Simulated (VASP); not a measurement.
Write the native input for VASP 6.6.1 that does the following.

| Item | Value |
| --- | --- |
| Task | single point |
| Functional | PBE |
| Potentials or basis | VASP PAW PBE potentials, release 64 (Ca_sv, O) |
| Cutoff | 520 eV |
| k mesh | 11 × 11 × 11 |
| Occupations | fermi-dirac, width 0.02 eV |
| Spin | no spin polarisation |
| Dipole correction | no |
| Further INCAR settings | ALGO = Normal; EDIFF = 1e-06; NBANDS = 15 |

The structure of CaO lies in POSCAR:

```
CaO
1.0
    0.0000000000      2.4970318021      2.4970318021
    2.4970318021      0.0000000000      2.4970318021
    2.4970318021      2.4970318021      0.0000000000
Ca O
1 1
Direct
    0.0000000000      0.0000000000      0.0000000000
    0.5000000000      0.5000000000      0.5000000000
```

This cell differs from its parent crystal: volume scaled by 1.06.

These files were run (other wordings do the same):

INCAR

```
ALGO = Normal ; EDIFF = 1E-6
ENCUT = 520 ; GGA = PE
ISIF = 2 ; ISMEAR = -1
LASPH = True ; LCHARG = False
LREAL = False ; LWAVE = False
NBANDS = 15 ; NELM = 60
PREC = Accurate ; SIGMA = 0.02
```

KPOINTS

```
k-points
0
Gamma
  11 11 11
```

Potentials or basis: VASP PAW PBE potentials, release 64 (Ca_sv, O).

The run is started by

```sh
$ cat potpaw_PBE.64/Ca_sv/POTCAR potpaw_PBE.64/O/POTCAR > POTCAR
$ mpirun -np 1 vasp_std > vasp.out
```

It gave:

The pressure is -8.1 GPa and the band gap on the k mesh is 3.67 eV, indirect (least direct gap 3.84 eV).

Run time: 44 s on 1 thread of Intel Xeon 8259CL, with other jobs on the host, peak memory 0.17 GiB.
